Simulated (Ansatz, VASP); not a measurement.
# SiC: VASP beside Ansatz

The input INCAR:

```
SYSTEM = SiC
PREC = Accurate
ENCUT = 520
EDIFF = 1E-6
ISMEAR = -1
SIGMA = 0.02
LREAL = .FALSE.
LASPH = .TRUE.
NELM = 100
ALGO = Normal
ISIF = 2
LWAVE = .FALSE.
LCHARG = .FALSE.
GGA = PE
NBANDS = 16
```

KPOINTS

```
Automatic mesh
0
G
  12 12 7
  0 0 0
```

File POSCAR:

```
SiC
1.0
    3.0735139282      0.0000000000      0.0000000000
   -1.5367569641      2.6617411407      0.0000000000
    0.0000000000      0.0000000000      5.0452477100
Si C
2 2
Direct
    0.3333333300      0.6666666700      0.4996024000
    0.6666666700      0.3333333300      0.9996024000
    0.3333333300      0.6666666700      0.8753976000
    0.6666666700      0.3333333300      0.3734155368
```

Input for Ansatz:

```yaml
crystal:
  lattice:
    - [3.0735139282, 0.0, 0.0]
    - [-1.5367569641, 2.6617411407, 0.0]
    - [0.0, 0.0, 5.04524771]
  atoms:
    - { symbol: Si, position: [0.33333333, 0.66666667, 0.4996024] }
    - { symbol: Si, position: [0.66666667, 0.33333333, 0.9996024] }
    - { symbol: C, position: [0.33333333, 0.66666667, 0.8753976] }
    - { symbol: C, position: [0.66666667, 0.33333333, 0.3734155368] }
hamiltonian:
  xc: pbe
  pseudopotentials:
    kind: all_electron
    lapw: { muffin_tin_radii: { Si: 0.91, C: 0.746 } }
kpoints:
  mp_grid: { grid: [12, 12, 7] }
scf:
  occupations: { method: fermi_dirac, width: 0.02 }
  convergence: { dr2_threshold: 1.0e-09 }
output:
  eigenvalues: true
  forces: true
basis:
  ecutwfc: 400
```

Alike in both runs: task single point; functional PBE; k mesh 12 × 12 × 7; occupations fermi-dirac, width 0.02 eV; no spin polarisation.

```csv
,VASP,Ansatz
version,VASP 6.6.1,Ansatz 0.2.0
potentials or method,"VASP PAW PBE potentials, release 64 (Si, C), cutoff 520 eV","all-electron LAPW, scalar-relativistic"
```

Ansatz gave:

```
gap on the k mesh at the Fermi level (eV) : 2.24
least direct gap on the mesh (eV)         : 3.97
rms of the force components (eV/Å)        : 0.082
```

Task: What did VASP give for the same quantities?

Result: gap on the k mesh at the Fermi level (eV): 2.23; least direct gap on the mesh (eV): 3.97; rms of the force components (eV/Å): 0.082.

Atom by atom the forces differ by 0.000 eV/Å (rms over components). Ansatz ran all-electron here, and VASP with PAW potentials.
